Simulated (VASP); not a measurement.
InP, 2 atoms in the cell. The structure is cubic, space group F-43m (No. 216). Conventional cell: a = 5.819 Å, b = 5.819 Å, c = 5.819 Å, α = 90.00°, β = 90.00°, γ = 90.00°. Within 3.3 Å of In (site symmetry -43m) lie 4 P at 2.52 Å. Within 3.3 Å of P (site symmetry -43m) lie 4 In at 2.52 Å.  This cell differs from its parent crystal: strain -1.5%.

- Program: VASP 6.6.1
- Task: single point
- Functional: PBE
- Potentials or basis: VASP PAW PBE potentials, release 64 (In_d, P)
- Cutoff: 520 eV
- k mesh: 8 × 8 × 8
- Occupations: fermi-dirac, width 0.02 eV
- Spin: no spin polarisation
- Dipole correction: no
- Further INCAR settings: ALGO = Normal; EDIFF = 1e-07; NBANDS = 16

Potentials or basis: VASP PAW PBE potentials, release 64 (In_d, P).

Launch:

```console
$ cat potpaw_PBE.64/In_d/POTCAR potpaw_PBE.64/P/POTCAR > POTCAR
$ mpirun -np 1 vasp_std > vasp.out
```

Hardware: 1 thread of Intel(R) Xeon(R) Platinum 8488C (Sapphire Rapids) (shared host).

Task: Estimate the wall time of this run.

Result: It took 19 s on 1 thread of Intel(R) Xeon(R) Platinum 8488C (Sapphire Rapids), with other jobs on the host, peak memory 0.18 GiB. Counts: scf iterations 15, k points 29.
